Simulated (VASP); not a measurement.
TiH2O2, 10 atoms in the cell. The typed cell holds 10 atoms: a = 2.896 Å, b = 6.331 Å, c = 3.735 Å, α = 90.00°, β = 90.00°, γ = 76.78°. 

- Program: VASP 6.6.1
- Task: single point
- Functional: PBE
- Potentials or basis: VASP PAW PBE potentials, release 64 (Ti_sv, O, H)
- Cutoff: 520 eV
- k mesh: 6 × 6 × 5
- Occupations: fermi-dirac, width 0.021 eV
- Spin: collinear spin, zero start
- Starting moments: [0.0, 0.0, 0.0, 0.0, 0.0, 0.0, 0.0, 0.0, 0.0, 0.0] μB
- Dipole correction: no
- Further INCAR settings: ALGO = Normal; EDIFF = 1e-07; NBANDS = 41; ISYM = 0

Potentials or basis: VASP PAW PBE potentials, release 64 (Ti_sv, O, H).

Run with:

```bash
$ cat potpaw_PBE.64/Ti_sv/POTCAR potpaw_PBE.64/O/POTCAR potpaw_PBE.64/H/POTCAR > POTCAR
$ mpirun -np 1 vasp_std > vasp.out
```

Hardware: 1 thread of AMD EPYC 7R43 64-Core Processor (Zen 3) (shared host).

Q: How long does it take, and how much memory?

A: Wall time 10 min on 1 thread of AMD EPYC 7R43 64-Core Processor (Zen 3), with other jobs on the host, peak memory 0.42 GiB. Counts: scf iterations 18, k points 92.
